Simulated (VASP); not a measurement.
Here is a VASP 6.6.1 calculation.

The input INCAR:

```
  PREC = Accurate
  ENCUT = 520
  EDIFF = 1E-7
  ISMEAR = -1
  SIGMA = 0.05
  LREAL = False
  LASPH = True
  NELM = 60
  ALGO = Normal
  ISIF = 2
  LWAVE = False
  LCHARG = False
  GGA = PS
  NBANDS = 33
```

The input KPOINTS:

```
regular mesh
0
Gamma
  10 10 10
```

Contents of POSCAR:

```
TiO2
1.0
   -1.9292094213      1.9292094213      4.8506040801
    1.9292094213     -1.9292094213      4.8506040801
    1.9292094213      1.9292094213     -4.8506040801
Ti O
2 4
Direct
    0.7500000000      0.2500000000      0.5000000000
    0.0000000000      0.0000000000      0.0000000000
    0.7919000000      0.7919000000      0.0000000000
    0.5419000000      0.0419000000      0.5000000000
    0.9581000000      0.4581000000      0.5000000000
    0.2081000000      0.2081000000      0.0000000000
```

Potentials or basis: VASP PAW PBE potentials, release 64 (Ti_sv, O).

Launch:

```sh
$ cat potpaw_PBE.64/Ti_sv/POTCAR potpaw_PBE.64/O/POTCAR > POTCAR
$ mpirun -np 1 vasp_std > vasp.out
```

Q: What does it give for the band gap on the k mesh?

A: 1.94 eV (least direct gap 2.27 eV).

Q: What does it give for the pressure?

A: -11.7 GPa.

Q: What does it give for the largest force?

A: 0.309 eV/Å.

Stress tensor (GPa, compression positive):
```
-11.74   0.00   0.00
  0.00 -11.74   0.00
  0.00   0.00 -11.48
```

Caveat: the cell stands under tension; the PAW data sets were made with another functional, which shifts forces and pressure a little. A k mesh can miss the band edges.
